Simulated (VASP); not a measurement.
Wanted: the native input for a VASP 6.6.1 run.

```
Task                   : single point
Functional             : r2SCAN
Potentials or basis    : VASP PAW PBE potentials, release 64 (Co)
Cutoff                 : 520 eV
k mesh                 : 20 × 20 × 12
Occupations            : gaussian, width 0.05 eV
Spin                   : collinear spin, antiferromagnetic start
Starting moments       : [1.5, -1.5] μB
Dipole correction      : no
Further INCAR settings : ALGO = Normal; EDIFF = 1e-07; NBANDS = 20
```

Co:

```
Co
1.0
     2.47240    0.00000    0.00000
    -1.23620    2.14116    0.00000
     0.00000    0.00000    4.01631
Co
2
Direct
  0.33333 0.66667 0.25000
  0.66667 0.33333 0.75000
```

One way to write it, as run:

POSCAR

```
Co
1.0
    2.4724009972      0.0000000000      0.0000000000
   -1.2362004986      2.1411620719      0.0000000000
    0.0000000000      0.0000000000      4.0163086812
Co
2
Direct
    0.3333333333      0.6666666667      0.2500000000
    0.6666666667      0.3333333333      0.7500000000
```

INCAR.step1

```
PREC = Accurate
ENCUT = 520
ISMEAR = 0
SIGMA = 0.05
LREAL = False
LASPH = True
NELM = 150
ISPIN = 2
MAGMOM = 1.5 -1.5
LMAXMIX = 4
NBANDS = 20
GGA = PE
ALGO = Normal
EDIFF = 1E-4
LWAVE = True
LCHARG = False
```

INCAR.step2

```
PREC = Accurate
ENCUT = 520
EDIFF = 1E-7
ISMEAR = 0
SIGMA = 0.05
LREAL = False
LASPH = True
NELM = 150
ALGO = Normal
ISIF = 2
LWAVE = False
LCHARG = True
ISPIN = 2
MAGMOM = 1.5 -1.5
LORBIT = 11
LMAXMIX = 4
METAGGA = R2SCAN
LMIXTAU = True
LELF = True
LVHAR = True
NBANDS = 20
ISTART = 1
```

KPOINTS

```
Automatic mesh
0
Gamma
  20 20 12
```

Potentials or basis: VASP PAW PBE potentials, release 64 (Co).

Run with:

```sh
$ cat potpaw_PBE.64/Co/POTCAR > POTCAR
$ cp INCAR.step1 INCAR
$ mpirun -np 1 vasp_std > vasp.out
$ cp INCAR.step2 INCAR
$ mpirun -np 1 vasp_std > vasp.out
```

Results of the run:

| Property | Result |
| --- | --- |
| Pressure | 5.7 GPa |
| Band gap on the k mesh | zero (filled and empty bands overlap) |
| Net moment | 0.00 μB per cell |
| Site moments | Co +1.72, -1.72 μB |
| Valence electrons inside the program's atomic spheres | Co 8.34 |

Caveat: the PAW data sets were made with another functional, which shifts forces and pressure a little.

It took 26 min on 1 thread of Oxide Virtual Turin-like Processor, on a shared host, peak memory 0.24 GiB.
